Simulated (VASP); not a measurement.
Al, 4 atoms in the cell. It takes space group Amm2 (No. 38, orthorhombic). The conventional cell has a = 9.241 Å, b = 2.814 Å, c = 4.875 Å, α = 90.00°, β = 90.00°, γ = 90.00°. Al (site symmetry m) has 12 Al at 2.54 to 3.03 Å within 3.4 Å. Within 3.4 Å of Al (site symmetry mm2) lie 12 Al at 2.54 to 3.03 Å. Al (site symmetry mm2) has 12 Al at 2.81 to 2.82 Å within 3.7 Å.  This cell differs from its parent crystal: atom 2 (Al) moved by -0.560 Å along [1 2 0] and +0.000 Å along [0 0 1].

| Quantity | Value |
| --- | --- |
| Program | VASP 6.6.1 |
| Task | single point |
| Functional | PBE |
| Dispersion | D3(BJ) |
| Potentials or basis | VASP PAW PBE potentials, release 64 (Al) |
| Cutoff | 520 eV |
| k mesh | 18 × 18 × 4 |
| Occupations | gaussian, width 0.15 eV |
| Spin | no spin polarisation |
| Dipole correction | no |
| Further INCAR settings | ALGO = Fast; EDIFF = 1e-06; NBANDS = 14 |

Potentials or basis: VASP PAW PBE potentials, release 64 (Al).

Command:

```console
$ cat potpaw_PBE.64/Al/POTCAR > POTCAR
$ mpirun -np 1 vasp_std > vasp.out
```

Hardware: 1 thread of Intel(R) Xeon(R) 6975P-C (Granite Rapids), on a shared host.

Q: Estimate the wall time of this run.

A: Run time: 95 s on 1 thread of Intel(R) Xeon(R) 6975P-C (Granite Rapids), on a shared host, peak memory 0.32 GiB. Counts: scf iterations 12, k points 273.
